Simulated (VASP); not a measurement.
Wanted: the native input for a VASP 6.6.1 run.

| Quantity | Value |
| --- | --- |
| Task | relaxation of cell and atoms |
| Functional | PBE |
| Potentials or basis | VASP PAW PBE potentials, release 64 (Mg, C) |
| Cutoff | 600 eV |
| k mesh | 15 × 15 × 10 |
| Occupations | gaussian, width 0.02 eV |
| Spin | no spin polarisation |
| Dipole correction | no |
| Further INCAR settings | ALGO = Normal; EDIFF = 1e-06; IBRION = 2; EDIFFG = -0.01; NSW = 100; ISIF = 3 |

The structure of MgC2 lies in POSCAR:

```
MgC2
1.0
    2.6542999236      0.0000000000      0.0000000000
   -1.3271499618      2.2986911631      0.0000000000
    0.0000000000      0.0000000000      4.1049381259
Mg C
1 2
Direct
    0.0000000000      0.0000000000      0.0000000000
    0.6666666667      0.3333333333      0.5617701062
    0.3333333333      0.6666666667      0.4382298938
```

The cell was built from a structure type or drawn by symmetry, and may not be a known phase.

These files were run (other wordings do the same):

INCAR

```
ALGO = Normal
EDIFF = 1E-6
EDIFFG = -0.01
ENCUT = 600
GGA = PE
IBRION = 2
ISIF = 3
ISMEAR = 0
LASPH = True
LCHARG = False
LREAL = False
LWAVE = False
NELM = 100
NSW = 100
PREC = Accurate
SIGMA = 0.02
```

KPOINTS

```
k-points
0
Gamma
  15 15 10
```

Potentials or basis: VASP PAW PBE potentials, release 64 (Mg, C).

Run with:

```console
$ cat potpaw_PBE.64/Mg/POTCAR potpaw_PBE.64/C/POTCAR > POTCAR
$ mpirun -np 1 vasp_std > vasp.out
```

Results of the run:

The relaxed volume is 8.39 Å³/atom, the relaxed cell is a = 2.648 Å, b = 2.648 Å, c = 4.144 Å, α = 90.00°, β = 90.00°, γ = 120.00° and the space group after relaxing (to 0.1 Å) is P-3m1 (No. 164). The energy gained by relaxing is 0.8 meV/atom and the ionic steps are 7. The pressure after relaxing is 0.0 GPa. The band gap on the k mesh is 0.15 eV (least direct gap 0.29 eV).

Caveat: an odd mesh through Γ misses points on the zone boundary, where band edges can lie.

Wall time 78 s on 1 thread of Intel(R) Xeon(R) 6975P-C (Granite Rapids), with other jobs on the host, peak memory 0.22 GiB.
